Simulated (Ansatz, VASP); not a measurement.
Two plane-wave programs on SnO

```
Sn O
1.0
     3.82016    0.00000    0.00000
     0.00000    3.82016    0.00000
     0.00000    0.00000   22.22608
Sn O
4 4
Cartesian
  2.8651 0.9550 4.5000
  0.9550 2.8651 6.8630
  0.9550 3.3426 10.6630
  2.8651 1.4326 13.0261
  0.9550 0.9550 5.6815
  2.8651 2.8651 5.6815
  2.8651 3.3426 11.8446
  0.9550 1.4326 11.8446
```

Alike in both runs: task single point; functional PBE; dispersion D3(BJ); k mesh 7 × 7 × 1; occupations gaussian, width 0.05 eV; no spin polarisation.

```csv
,VASP,Ansatz
version,VASP 6.6.1,Ansatz 0.2.0
potentials or method,"VASP PAW PBE potentials, release 64 (Sn_d, O), cutoff 520 eV","scalar-relativistic, plane waves, PAW"
valence electrons in the cell,80,80
```

VASP gave:

| Item | Value |
| --- | --- |
| gap on the k mesh at the Fermi level (eV) | 2.02 |
| least direct gap on the mesh (eV) | 2.23 |
| rms of the force components (eV/Å) | 0.064 |

**Question.** Estimate Ansatz's values.

**Answer.** gap on the k mesh at the Fermi level (eV): 2.03; least direct gap on the mesh (eV): 2.24; rms of the force components (eV/Å): 0.086.
